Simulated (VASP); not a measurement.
Here is a VASP 6.6.1 calculation.

The input POSCAR:

```
SiC
1.0
    4.3562899735      0.0000000000     -4.3562899735
    0.0000000000      4.3562899735     -4.3562899735
    4.3562899735      4.3562899735      0.0000000000
Si C
8 8
Direct
    0.5000000000      0.0000000000      0.0000000000
    0.5000000000      0.0000000000      0.5000000000
    0.5000000000      0.5000000000      0.0000000000
    0.5000000000      0.5000000000      0.5000000000
    1.0000000000      0.0000000000      0.0000000000
    1.0000000000      0.0000000000      0.5000000000
    1.0000000000      0.5000000000      0.0000000000
    1.0000000000      0.5000000000      0.5000000000
    0.1250000000      0.1250000000      0.1250000000
    0.1250000000      0.1250000000      0.6250000000
    0.1250000000      0.6250000000      0.1250000000
    0.1250000000      0.6250000000      0.6250000000
    0.6250000000      0.1250000000      0.1250000000
    0.6250000000      0.1250000000      0.6250000000
    0.6250000000      0.6250000000      0.1250000000
    0.6250000000      0.6250000000      0.6250000000
```

The input INCAR.step1:

```
ALGO = Normal
EDIFF = 1E-4
ENCUT = 520
GGA = PE
ISMEAR = 0
LASPH = True
LCHARG = False
LREAL = Auto
LWAVE = True
NBANDS = 46
NELM = 100
PREC = Accurate
SIGMA = 0.05
```

INCAR.step2

```
ALGO = Normal
EDIFF = 1E-7
ENCUT = 520
ISIF = 2
ISMEAR = 0
ISTART = 1
LASPH = True
LCHARG = False
LMIXTAU = True
LREAL = Auto
LWAVE = False
METAGGA = R2SCAN
NBANDS = 46
NELM = 100
PREC = Accurate
SIGMA = 0.05
```

The input KPOINTS:

```
k-points
0
Gamma
  4 4 4
```

Potentials or basis: VASP PAW PBE potentials, release 64 (Si, C).

Launch:

```sh
$ cat potpaw_PBE.64/Si/POTCAR potpaw_PBE.64/C/POTCAR > POTCAR
$ cp INCAR.step1 INCAR
$ mpirun -np 1 vasp_std > vasp.out
$ cp INCAR.step2 INCAR
$ mpirun -np 1 vasp_std > vasp.out
```

Task: Estimate the pressure.

Result: -0.3 GPa.

Task: Predict the band gap on the k mesh.

Result: 1.72 eV.

Caveat: the PAW data sets were made with another functional, which shifts forces and pressure a little.
